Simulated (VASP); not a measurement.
# LiGeN (Immm) in VASP: further runs

Runs on LiGeN. Level: PBE. Tasks: relaxation of cell and atoms, single point.

All numbers are computed with VASP 6.6.1; they aren't measurements. Logs are shortened: lines on timing, memory, paths and dates and some standing lists are left out, and cuts for length are marked.

**1. The cell of the first run**

The structure is orthorhombic, space group Immm (No. 71). Conventional cell: a = 3.886 Å, b = 4.622 Å, c = 5.481 Å, α = 90.00°, β = 90.00°, γ = 90.00°. Within 3.1 Å of Li (site symmetry mmm) lie 2 Ge at 2.31 Å and 6 N at 2.74 to 3.02 Å. Within 2.6 Å of Ge (site symmetry mmm) lie 2 N at 1.94 Å and 2 Li at 2.31 Å. N (site symmetry mmm) has 2 Ge at 1.94 Å within 2.6 Å.

The cell was generated, and may not be a known phase.

**2. Relaxation of cell and atoms, PBE**

INCAR reads:

```
SYSTEM = LiGeN
PREC     = Accurate       ! precision mode
ENCUT    = 600            ! plane-wave cutoff, eV
EDIFF    = 1E-6           ! SCF threshold, eV
ISMEAR   = 0              ! smearing method
SIGMA    = 0.1            ! smearing width, eV
LREAL    = .False.        ! projectors in reciprocal space
LASPH    = .True.         ! aspherical terms in the spheres
NELM     = 80             ! most SCF steps
ALGO     = Normal         ! electronic algorithm
ISIF     = 3              ! what is computed and relaxed
LWAVE    = .False.        ! write WAVECAR
LCHARG   = .False.        ! write CHGCAR
GGA      = PE             ! functional
IBRION   = 2              ! ionic algorithm
NSW      = 90             ! ionic steps
EDIFFG   = -0.04          ! ionic threshold
```

KPOINTS reads:

```
regular mesh
0
Gamma
  6 6 6
  0 0 0
```

POSCAR reads:

```
LiGeN
1.0
   -1.9429513800      2.3108861700      2.7406529300
    1.9429513800     -2.3108861700      2.7406529300
    1.9429513800      2.3108861700     -2.7406529300
Li Ge N
1 1 1
Direct
    0.0000000000      0.0000000000      0.0000000000
    0.5000000000      0.0000000000      0.5000000000
    0.5000000000      0.5000000000      0.0000000000
```

Potentials or basis: VASP PAW PBE potentials, release 64 (Li_sv, Ge_d, N).

The run is started by

```bash
cat potpaw_PBE.64/Li_sv/POTCAR potpaw_PBE.64/Ge_d/POTCAR potpaw_PBE.64/N/POTCAR > POTCAR
mpirun -np 1 vasp_std > vasp.out
```

OUTCAR:

```text
SYSTEM = LiGeN
   PREC = Accurate
   ENCUT = 600
   EDIFF = 1E-6
   ISMEAR = 0
   LREAL = .False.
   LASPH = .True.
   NELM = 80
   ISIF = 3
   GGA = PE
   IBRION = 2
   NSW = 90
   EDIFFG = -0.04

 ion  position               nearest neighbor table
   1  0.000  0.000  0.000-   2 2.31   2 2.31
   2  0.500  0.000  0.500-   3 1.94   3 1.94   1 2.31   1 2.31
   3  0.500  0.500  0.000-   2 1.94   2 1.94

  LATTYP: Found a body centered orthorhombic cell.
 ALAT       =     3.8859027600
 B/A-ratio  =     1.1893690155
 C/A-ratio  =     1.4105617661

  Lattice vectors:

 A1 = (  -1.9429513800,   2.3108861700,   2.7406529300)
 A2 = (   1.9429513800,  -2.3108861700,   2.7406529300)
 A3 = (   1.9429513800,   2.3108861700,  -2.7406529300)

Analysis of symmetry for initial positions (statically):
=====================================================================
 Subroutine PRICEL returns:
 Original cell was already a primitive cell.

 Routine SETGRP: Setting up the symmetry group for a
 body centered orthorhombic supercell.

 Subroutine GETGRP returns: Found  8 space group operations
 (whereof  8 operations were pure point group operations)
 out of a pool of  8 trial point group operations.

The static configuration has the point symmetry D_2h.

Analysis of symmetry for dynamics (positions and initial velocities):
=====================================================================
 Subroutine PRICEL returns:
 Original cell was already a primitive cell.

 Routine SETGRP: Setting up the symmetry group for a
 body centered orthorhombic supercell.

 Subroutine GETGRP returns: Found  8 space group operations
 (whereof  8 operations were pure point group operations)
 out of a pool of  8 trial point group operations.

The dynamic configuration has the point symmetry D_2h.

 Subroutine INISYM returns: Found  8 space group operations
 (whereof  8 operations are pure point group operations),
 and found     1 'primitive' translations

----------------------------------------------------------------------------------------

                                     Primitive cell

  volume of cell :      49.2215

  direct lattice vectors                    reciprocal lattice vectors
    -1.942951380  2.310886170  2.740652930     0.000000000  0.216367213  0.182438278
     1.942951380 -2.310886170  2.740652930     0.257340459  0.000000000  0.182438278
     1.942951380  2.310886170 -2.740652930     0.257340459  0.216367213  0.000000000

  length of vectors
     4.077552383  4.077552383  4.077552383     0.283016777  0.315448628  0.336212556

  position of ions in fractional coordinates (direct lattice)
     0.000000000  0.000000000  0.000000000
     0.500000000  0.000000000  0.500000000
     0.500000000  0.500000000  0.000000000

  ion indices of the primitive-cell ions
   primitive index   ion index
                 1           1
                 2           2
                 3           3

----------------------------------------------------------------------------------------

 KPOINTS: regular mesh

Automatic generation of k-mesh.
 Grid dimensions read from file:
 generate k-points for:    6    6    6

 Generating k-lattice:

  Cartesian coordinates                     Fractional coordinates (reciprocal lattice)
     0.000000000  0.036061202  0.030406380     0.166666667  0.000000000  0.000000000
     0.042890077  0.000000000  0.030406380    -0.000000000  0.166666667  0.000000000
     0.042890077  0.036061202  0.000000000    -0.000000000  0.000000000  0.166666667

  Length of vectors
     0.047169463  0.052574771  0.056035426

  Shift w.r.t. Gamma in fractional coordinates (k-lattice)
     0.000000000  0.000000000  0.000000000

 Subroutine IBZKPT returns following result:
 ===========================================

 Found     46 irreducible k-points:

 Following reciprocal coordinates:
            Coordinates               Weight
  0.000000  0.000000  0.000000      1.000000
  0.166667 -0.000000  0.000000      4.000000
  0.333333 -0.000000  0.000000      4.000000
  0.500000 -0.000000  0.000000      2.000000
  0.000000  0.166667  0.000000      4.000000
  0.166667  0.166667  0.000000      8.000000
[... 16 lines left out ...]
 -0.166667  0.166667  0.166667      2.000000
  0.166667  0.333333  0.166667      4.000000
 [... further k-points ...]
   k-points           NKPTS =     46   k-points in BZ     NKDIM =     46   number of bands    NBANDS=     15
   number of dos      NEDOS =    301   number of ions     NIONS =      3
   total plane-waves  NPLWV =  46656
   dimension x,y,z NGX =    36 NGY =   36 NGZ =   36
   dimension x,y,z NGXF=    72 NGYF=   72 NGZF=   72
   ions per type =               1   1   1
   NGX,Y,Z   is equivalent  to a cutoff of  14.68, 14.68, 14.68 a.u.
   NGXF,Y,Z  is equivalent  to a cutoff of  29.36, 29.36, 29.36 a.u.
 SYSTEM =  LiGeN
   PREC   = accura    normal or accurate (medium, high low for compatibility)
   ISTART =      0    job   : 0-new  1-cont  2-samecut
   ICHARG =      2    charge: 1-file 2-atom 10-const
   ISPIN  =      1    spin polarized calculation?
   LNONCOLLINEAR =      F non collinear calculations
   LSORBIT =      F    spin-orbit coupling
   LASPH  =      T    aspherical Exc in radial PAW
   ENCUT  =  600.0 eV  44.10 Ry    6.64 a.u.   8.14  8.14  8.14*2*pi/ulx,y,z
   NELM   =     80;   NELMIN=  2; NELMDL= -5     # of ELM steps
   EDIFF  = 0.1E-05   stopping-criterion for ELM
   LREAL  =      F    real-space projection
   EDIFFG = -.4E-01   stopping-criterion for IOM
   NSW    =     90    number of steps for IOM
   IBRION =      2    ionic relax: 0-MD 1-quasi-New 2-CG
   NFREE  =      1    steps in history (QN), initial steepest desc. (CG)
   ISIF   =      3    stress and relaxation
   ISYM   =      2    0-nonsym 1-usesym 2-fastsym
   POTIM  = 0.5000    time-step for ionic-motion
   TEBEG  =    0.0;   TEEND  =   0.0 temperature during run
   PSTRESS=    0.0 pullay stress
   NELECT =      22.0000    total number of electrons
   NUPDOWN=      -1.0000    fix difference up-down
   EMIN   =  10.00;   EMAX   =-10.00  energy-range for DOS
   EFERMI =   0.00;   METHOD = LEGACY
   ISMEAR =     0;   SIGMA  =   0.10  broadening in eV -4-tet -1-fermi 0-gaus
   EFERMI_NEDOS =   21; number of points for ismear=-14 and -15
   IALGO  =     38    algorithm
   IMIX   =      4    mixing-type and parameters
     AMIX     =   0.40;   BMIX     =  1.00
     AMIX_MAG =   1.60;   BMIX_MAG =  1.00
  volume/ion in A,a.u.               =      16.41       110.72
  Fermi-wavevector in a.u.,A,eV,Ry     =   1.251692  2.365355 21.316702  1.566733
  Thomas-Fermi vector in A             =   2.385628
   LORBIT       =      0    0 simple, 1 ext, 2 COOP (PROOUT), +10 PAW based schemes
   GGA     = PE    functional components
   LHFCALC =     F    Hartree Fock is set to
   AEXX    =    0.0000 exact exchange contribution
   IVDW    =     0    specifies the selected vdW correction
   LEPSILON=     F    determine dielectric tensor
   LRPA    =     F    only Hartree local field effects (RPA)
 conjugate gradient relaxation of ions
 non-spin polarized calculation
 Gauss-broadening in eV      SIGMA  =   0.10
  energy-cutoff  :      600.00
  volume of cell :       49.22
 maximum number of plane-waves:      1658
 NGX is ok and might be reduce to    36
   NGX = 17   NGY = 17   NGZ = 17

--------------------------------------- Ionic step        1  -------------------------------------------

 number of electron      22.0000008 magnetization

 Free energy of the ion-electron system (eV)
  ---------------------------------------------------
  ext. energy  EPLUGINS =         0.00000000
  ---------------------------------------------------
  free energy    TOTEN  =       -12.44715600 eV

  energy without entropy =      -12.44015764  energy(sigma->0) =      -12.44365682

------------------------ aborting loop because EDIFF is reached ----------------------------------------

  FORCE on cell =-STRESS in cart. coord.  units (eV):
  Direction    XX          YY          ZZ          XY          YZ          ZX
  --------------------------------------------------------------------------------------
  -------------------------------------------------------------------------------------
  Total       -2.3007691      5.3075010     -1.9343113      0.0000000      0.0000000      0.0000000
  in kB      -74.8909077    172.7611753    -62.9625673      0.0000000      0.0000000      0.0000000
  external PRESSURE =      11.6359001 kB  Pullay stress =       0.0000000 kB
[... 92 lines left out ...]
  FREE ENERGIE OF THE ION-ELECTRON SYSTEM (eV)
  ---------------------------------------------------
  free  energy   TOTEN  =       -12.9144175587 eV

  energy  without entropy=      -12.9033346417  energy(sigma->0) =      -12.90887610

 E-fermi :   3.5768     XC(G=0):  -9.2364

 val. band max:        3.5256458023   @ k =   0.1667   0.5000   0.0000
 cond. band min:       3.5975369349   @ k =  -0.3333   0.3333   0.1667
 fundamental gap:      0.0718911326
 Fermi energy:         3.5768266930

 k-point     1 :       0.0000    0.0000    0.0000
  band No.  band energies     occupation
      1     -42.5151      2.00000
      2     -21.7190      2.00000
      3     -21.6411      2.00000
      4     -21.6309      2.00000
      5     -21.5817      2.00000
      6     -21.5345      2.00000
      7     -12.1050      2.00000
      8      -2.6492      2.00000
      9      -1.5492      2.00000
     10      -0.4046      2.00000
     11       0.9115      2.00000
     12       6.4057      0.00000
     13       7.4829      0.00000
     14       8.0076      0.00000
[... 403 lines left out ...]
      4     -21.6107      2.00000
      5     -21.5875      2.00000
      6     -21.5428      2.00000
      7     -11.4699      2.00000
      8      -6.4034      2.00000
      9       0.2429      2.00000
     10       0.4208      2.00000
     11       2.1469      2.00000
     12       3.7492      0.01477
     13       5.4879      0.00000
     14       9.1515      0.00000
     15      10.0443      0.00000

 [... further k-points ...]

[... ionic steps 4 to 13 ...]

--------------------------------------- Ionic step       14  -------------------------------------------

 number of electron      22.0000001 magnetization

------------------------ aborting loop because EDIFF is reached ----------------------------------------
[... 69 lines left out ...]
--------------------------------------- Ionic step       16  -------------------------------------------

 number of electron      22.0000000 magnetization

 Free energy of the ion-electron system (eV)
  ---------------------------------------------------
  ext. energy  EPLUGINS =         0.00000000
  ---------------------------------------------------
  free energy    TOTEN  =       -13.60629675 eV

  energy without entropy =      -13.59954286  energy(sigma->0) =      -13.60291980

 E-fermi :   3.7242     XC(G=0):  -9.3503

 val. band max:        3.7221136731   @ k =  -0.3333   0.3333   0.3333
 cond. band min:       3.7774580862   @ k =  -0.3333   0.3333   0.1667
 fundamental gap:      0.0553444131
 Fermi energy:         3.7241853151

 k-point     1 :       0.0000    0.0000    0.0000
  band No.  band energies     occupation
      1     -42.2531      2.00000
      2     -21.5816      2.00000
      3     -21.5178      2.00000
      4     -21.5037      2.00000
      5     -21.4573      2.00000
      6     -21.4087      2.00000
      7     -11.9092      2.00000
      8      -2.4157      2.00000
      9      -1.5358      2.00000
     10      -0.1723      2.00000
     11       1.1852      2.00000
     12       6.4144      0.00000
     13       7.6384      0.00000
     14       8.4048      0.00000
[... 445 lines left out ...]
  FREE ENERGIE OF THE ION-ELECTRON SYSTEM (eV)
  ---------------------------------------------------
  free  energy   TOTEN  =       -13.6062967476 eV

  energy  without entropy=      -13.5995428563  energy(sigma->0) =      -13.60291980

 reached required accuracy - stopping structural energy minimisation
```

Run time: 4 min. Hardware: 1 thread of Intel Xeon 6975P-C (Granite Rapids), shared host; peak memory 0.24 GiB.

What came out:

- Free energy: -13.6063 eV
- Relaxed volume: 15.57 Å³/atom
- Relaxed cell: a = 4.129 Å, b = 4.129 Å, c = 4.129 Å, α = 124.58°, β = 83.80°, γ = 122.72°
- Space group after relaxing (to 0.1 Å): Immm (No. 71)
- Energy gained by relaxing: 386.4 meV/atom
- Ionic steps: 16
- Pressure after relaxing: -0.2 GPa
- Band gap on the k mesh: zero (bands 11 and 12 overlap by 0.47 eV)

The path:
```
step  energy change (eV)  largest force (eV/Å)  pressure (GPa)  volume (Å³)
   1              0.0000                0.0000            1.16        49.22
   2             -0.3929                0.0000            1.59        49.85
   3             -0.4673                0.0000            3.37        50.02
   4             -0.6982                0.0000           -3.83        53.16
   5             -0.7262                0.0000           -5.84        54.45
   6             -0.8967                0.0000           -5.79        53.60
   7             -0.9405                0.0000           -1.77        49.37
   8             -1.0474                0.0000           -5.27        52.38
   9             -1.0869                0.0000           -3.83        50.89
  10             -1.0902                0.0000           -4.62        51.55
  11             -1.1415                0.0000           -1.53        48.96
  12             -1.1435                0.0000           -0.55        48.35
  13             -1.1523                0.0000           -0.46        47.79
  14             -1.1580                0.0000           -0.27        47.13
  15             -1.1550                0.0000            0.29        45.82
  16             -1.1591                0.0000           -0.22        46.71
```

Final structure:
```
Li Ge N
1.0
    -1.92009    3.07334    1.97905
     1.92009   -3.07334    1.97905
     1.92009    3.07334   -1.97905
Li Ge N
1 1 1
Direct
  0.00000 0.00000 0.00000
  0.50000 0.00000 0.50000
  0.50000 0.50000 0.00000
```

Caveat: the cutoff is under 1.25 times the usual one of these potentials, so pressure, stress and relaxed cells hold a basis-set (Pulay) error.

(Part 1 of 2 ends here.)

The gap in the log of VASP goes by the Fermi energy; the results here count the filled bands.